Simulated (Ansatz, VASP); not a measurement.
**Two plane-wave programs on Se**

```
Se
1.0
     4.06668    0.00000    0.00000
    -2.03334    3.52185    0.00000
     0.00000    0.00000    5.13008
Se
3
Direct
  0.24735 0.00000 0.33333
  0.00000 0.24735 0.66667
  0.75265 0.75265 0.00000
```

Alike in both runs: task relaxation of cell and atoms; functional PBE; dispersion D3(BJ); k mesh 12 × 12 × 8; occupations gaussian, width 0.02 eV; no spin polarisation.

|  | VASP | Ansatz |
| --- | --- | --- |
| version | VASP 6.6.1 | Ansatz 0.2.0 |
| potentials or method | VASP PAW PBE potentials, release 64 (Se), cutoff 600 eV | scalar-relativistic, plane waves, PAW |
| valence electrons in the cell | 18 | 48 |

```tsv
	VASP	Ansatz	Ansatz less VASP
gap on the k mesh at the Fermi level, each at its own relaxed structure (eV)	0.50	0.51	+0.012
relaxed volume (Å³/atom)	24.52	24.49	-0.028
relaxed cell length with the largest relative difference (Å)	5.133	5.130	-0.0028
```

VASP's potentials hold 18 valence electrons a cell and Ansatz's 48, so a difference there can come from the potentials and not from the codes.
